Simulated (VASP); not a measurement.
A run of VASP 6.6.1 is set up as follows.

Contents of INCAR:

```
PREC     = Accurate       # precision mode
ENCUT    = 600            # plane-wave cutoff, eV
EDIFF    = 1E-6           # SCF threshold, eV
ISMEAR   = 1              # smearing method
SIGMA    = 0.01           # smearing width, eV
LREAL    = False          # projectors in reciprocal space
LASPH    = True           # aspherical terms in the spheres
NELM     = 80             # most SCF steps
ALGO     = Normal         # electronic algorithm
ISIF     = 3              # what is computed and relaxed
LWAVE    = False          # write WAVECAR
LCHARG   = False          # write CHGCAR
GGA      = CA             # functional
IBRION   = 2              # ionic algorithm
NSW      = 80             # ionic steps
EDIFFG   = -0.03          # ionic threshold
```

File KPOINTS:

```
regular mesh
0
Gamma
  4 4 4
```

File POSCAR:

```
Li3SCl
1.0
    4.3400000000      0.0000000000      0.0000000000
    0.0000000000      4.3400000000      0.0000000000
    0.0000000000      0.0000000000      4.3400000000
Cl S Li
1 1 3
Direct
    0.0000000000      0.0000000000      0.0000000000
    0.5000000000      0.5000000000      0.5000000000
    0.5000000000      0.5000000000      0.0000000000
    0.0000000000      0.5000000000      0.5000000000
    0.5000000000      0.0000000000      0.5000000000
```

Potentials or basis: VASP PAW LDA potentials, release 64 (Cl, S, Li_sv).

The run is started by

```console
$ cat potpaw_LDA.64/Cl/POTCAR potpaw_LDA.64/S/POTCAR potpaw_LDA.64/Li_sv/POTCAR > POTCAR
$ mpirun -np 1 vasp_std > vasp.out
```

**Question.** Predict the relaxed volume.

**Answer.** 17.96 Å³/atom.

**Question.** Estimate the space group after relaxing (to 0.1 Å).

**Answer.** Pm-3m (No. 221).

Step by step:
```tsv
step	energy change (eV)	largest force (eV/Å)	pressure (GPa)	volume (Å³)
1	0.0000	0.0000	3.58	81.75
2	-0.0666	0.0000	1.35	86.15
3	-0.0803	0.0000	-0.11	89.80
```

Caveat: the cutoff is under 1.25 times the usual one of these potentials, so pressure, stress and relaxed cells hold a basis-set (Pulay) error.
